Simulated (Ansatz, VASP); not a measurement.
# CrPbO3 in VASP and in Ansatz

```xyz
5
Lattice="3.9171 0.0000 0.0000 0.0000 3.9171 0.0000 0.0000 0.0000 3.9171" Properties=species:S:1:pos:R:3 pbc="T T T"
Cr    0.0000    0.0000    0.0000
Pb    1.9585    1.9585    1.9585
O     0.0000    0.0000    1.9585
O     0.0000    1.9585    0.0000
O     1.9585    0.0000    0.0000
```

Alike in both runs: task single point; functional LDA; k mesh 6 × 6 × 6; occupations fermi-dirac, width 0.01 eV; collinear spin; Hubbard terms Cr d U = 2.0 eV.

```csv
,VASP,Ansatz
version,VASP 6.6.1,Ansatz 0.2.0
potentials or method,"VASP PAW LDA potentials, release 64 (Cr_pv, Pb_d, O)","plane waves, PAW"
plane-wave cutoff (eV),600,420
valence electrons in the cell,44,46
```

```csv
,VASP,Ansatz,Ansatz less VASP
gap on the k mesh at the Fermi level (eV),none,none,-
net moment per atom (μB),0.40,0.40,0.000
size of the moment on the site where the two differ most (μB),2.18,1.90,-0.281
```

LDA's correlation is that of Perdew and Zunger in VASP and of Perdew and Wang (1992) in Ansatz. Site moments also hang on the region over which each program counts them. The programs project onto different local orbitals, so the same U acts differently, and such runs can settle in different states. A gap of «none» marks a metal or a gap that the smearing closes. VASP's potentials hold 44 valence electrons a cell and Ansatz's 46, so a difference there can come from the potentials and not from the codes. Ansatz's warnings: filled band counts differ across k points.

Neither program's run includes spin-orbit coupling.
